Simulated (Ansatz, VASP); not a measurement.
## Rh in VASP and in Ansatz

```xyz
1
Lattice="0.0000 1.8385 1.8385 1.8385 0.0000 1.8385 1.8385 1.8385 0.0000" Properties=species:S:1:pos:R:3 pbc="T T T"
Rh    0.0000    0.0000    0.0000
```

Change from the starting cell: volume scaled by 0.94, PAW files.

Alike in both runs: task single point; functional LDA; k mesh 17 × 17 × 17; occupations fermi-dirac, width 0.05 eV; no spin polarisation.

|  | VASP | Ansatz |
| --- | --- | --- |
| version | VASP 6.6.1 | Ansatz 0.2.0 |
| potentials or method | VASP PAW LDA potentials, release 64 (Rh_pv) | PAW with Ansatz's default frozen-core files, scalar-relativistic |
| plane-wave cutoff (eV) | 500 | 420 |
| valence electrons in the cell | 15 | 17 |

Ansatz gave:

- pressure (GPa): 22.9

Task: What did VASP give for the same quantities?

Result: Pressure (GPa): 24.2.

LDA's correlation is that of Perdew and Zunger in VASP and of Perdew and Wang (1992) in Ansatz. VASP's potentials hold 15 valence electrons a cell and Ansatz's 17, so a difference there can come from the potentials and not from the codes.
